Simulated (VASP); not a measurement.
Write the native input for VASP 6.6.1 that does the following.

| Item | Value |
| --- | --- |
| Task | single point |
| Functional | PBE |
| Potentials or basis | VASP PAW PBE potentials, release 64 (Ti_sv, O) |
| Cutoff | 520 eV |
| k mesh | 7 × 7 × 10 |
| Occupations | fermi-dirac, width 0.02 eV |
| Spin | no spin polarisation |
| Dipole correction | no |
| Further INCAR settings | ALGO = Normal; EDIFF = 1e-07; NBANDS = 33 |

The structure of TiO2 (Rutile) lies in POSCAR:

```
TiO2
1.0
    4.5940000000      0.0000000000      0.0000000000
    0.0000000000      4.5940000000      0.0000000000
    0.0000000000      0.0000000000      2.9294100000
Ti O
2 4
Direct
    0.0000000000      0.0000000000      0.0000000000
    0.5000000000      0.5000000000      0.5000000000
    0.3038310707      0.3038310707      0.0000000000
    0.1961689293      0.8038310707      0.5000000000
    0.6961689293      0.6961689293      0.0000000000
    0.8038310707      0.1961689293      0.5000000000
```

This cell differs from its parent crystal: z stretched by -1 %, then relaxed in part.

These files were run (other wordings do the same):

INCAR

```
SYSTEM = TiO2
  PREC = Accurate
  ENCUT = 520
  EDIFF = 1E-7
  ISMEAR = -1
  SIGMA = 0.02
  LREAL = .FALSE.
  LASPH = .TRUE.
  NELM = 100
  ALGO = Normal
  ISIF = 2
  LWAVE = .FALSE.
  LCHARG = .FALSE.
  GGA = PE
  NBANDS = 33
```

KPOINTS

```
regular mesh
0
G
  7 7 10
  0 0 0
```

Potentials or basis: VASP PAW PBE potentials, release 64 (Ti_sv, O).

Launch:

```sh
$ cat potpaw_PBE.64/Ti_sv/POTCAR potpaw_PBE.64/O/POTCAR > POTCAR
$ mpirun -np 1 vasp_std > vasp.out
```

It gave:

```
Pressure               : 8.4 GPa
Largest force          : 0.027 eV/Å
Band gap on the k mesh : 1.86 eV, direct
```

Caveat: the cell differs from its parent crystal (z stretched by -1 %, then relaxed in part).

Wall time 100 s on 1 thread of Intel(R) Xeon(R) Platinum 8488C (Sapphire Rapids), with other jobs on the host, peak memory 0.23 GiB.
